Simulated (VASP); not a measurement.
# Zn: relaxation of shape and atoms at fixed volume with PBEsol

Crystal: Zn.

```
Zn
1.0
     2.62023    0.00000    0.00000
    -1.31011    2.26918    0.00000
     0.00000    0.00000    4.87532
Zn
2
Direct
  0.33333 0.66667 0.25000
  0.66667 0.33333 0.75000
```

| Quantity | Value |
| --- | --- |
| Program | VASP 6.6.1 |
| Task | relaxation of shape and atoms at fixed volume |
| Functional | PBEsol |
| Potentials or basis | VASP PAW PBE potentials, release 64 (Zn) |
| Cutoff | 600 eV |
| k mesh | 18 × 18 × 8 |
| Occupations | fermi-dirac, width 0.15 eV |
| Spin | no spin polarisation |
| Dipole correction | no |
| Further INCAR settings | ALGO = Normal; EDIFF = 1e-06; IBRION = 2; EDIFFG = -0.001; NSW = 80; ISIF = 4 |

```json
{"Energy gained by relaxing": "0.1 meV/atom", "Ionic steps": "6", "Pressure after relaxing": "-1.2 GPa", "Band gap on the k mesh": "zero (bands 12 and 13 overlap by 4.83 eV)"}
```

The path:
| step | energy change (eV) | largest force (eV/Å) | pressure (GPa) | volume (Å³) |
| --- | --- | --- | --- | --- |
| 1 | 0.0000 | 0.0000 | -1.33 | 28.99 |
| 2 | -0.0001 | 0.0000 | -1.35 | 28.99 |
| 3 | -0.0002 | 0.0000 | -1.27 | 28.99 |
| 4 | 0.0000 | 0.0000 | -0.88 | 28.99 |
| 5 | -0.0002 | 0.0000 | -1.13 | 28.99 |
| 6 | -0.0002 | 0.0000 | -1.17 | 28.99 |

Final structure:
```
Zn
1.0
     2.61209    0.00000    0.00000
    -1.30604    2.26214    0.00000
     0.00000    0.00000    4.90574
Zn
2
Direct
  0.33333 0.66667 0.25000
  0.66667 0.33333 0.75000
```

Levels at points of the mesh, in eV from the Fermi level:
```csv
k point,band 8,band 9,band 10,band 11,band 12,band 13,band 14,band 15,band 16
"(0.00, 0.00, 0.00)",-7.41,-7.41,-7.19,-7.19,-4.01,-3.19,13.59,17.37,18.23
"(0.50, 0.00, 0.00)",-7.21,-6.99,-6.97,-3.02,-2.20,2.60,3.53,4.26,5.74
"(0.00, 0.00, 0.50)",-7.83,-7.28,-7.28,-7.28,-7.28,4.45,4.45,19.56,19.56
"(0.50, 0.00, 0.50)",-7.23,-6.98,-6.98,-2.07,-2.07,0.21,0.21,10.23,10.23
```

Wall time 5.4 min on 1 thread of Oxide Virtual Turin-like Processor (shared host), peak memory 0.18 GiB.

Caveat: the PAW data sets were made with another functional, which shifts forces and pressure a little.
